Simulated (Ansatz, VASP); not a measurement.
**One calculation of BaO, two programs**

```
Ba O
1.0
     0.00000    2.69386    2.69386
     2.69386    0.00000    2.69386
     2.69386    2.69386    0.00000
Ba O
1 1
Direct
  0.00000 0.00000 0.00000
  0.50000 0.50000 0.50000
```

Change from the starting cell: volume scaled by 0.94, PAW files.

Alike in both runs: task electric field gradients; functional PBE; k mesh 8 × 8 × 8; occupations fermi-dirac, width 0.02 eV; no spin polarisation.

|  | VASP | Ansatz |
| --- | --- | --- |
| version | VASP 6.6.1 | Ansatz 0.2.0 |
| potentials or method | VASP PAW PBE potentials, release 64 (Ba_sv, O_h) | PAW with Ansatz's default frozen-core files, scalar-relativistic |
| plane-wave cutoff (eV) | 1000 | 420 |
| valence electrons in the cell | 16 | 16 |

Ansatz gave:

| Property | Result |
| --- | --- |
| gap on the k mesh at the Fermi level (eV) | 1.73 |

What did VASP give for the same quantities?

gap on the k mesh at the Fermi level (eV): 1.65.

With one functional, cell and mesh, what is left measures potentials, basis and numerics.

Spin-orbit coupling is off throughout.
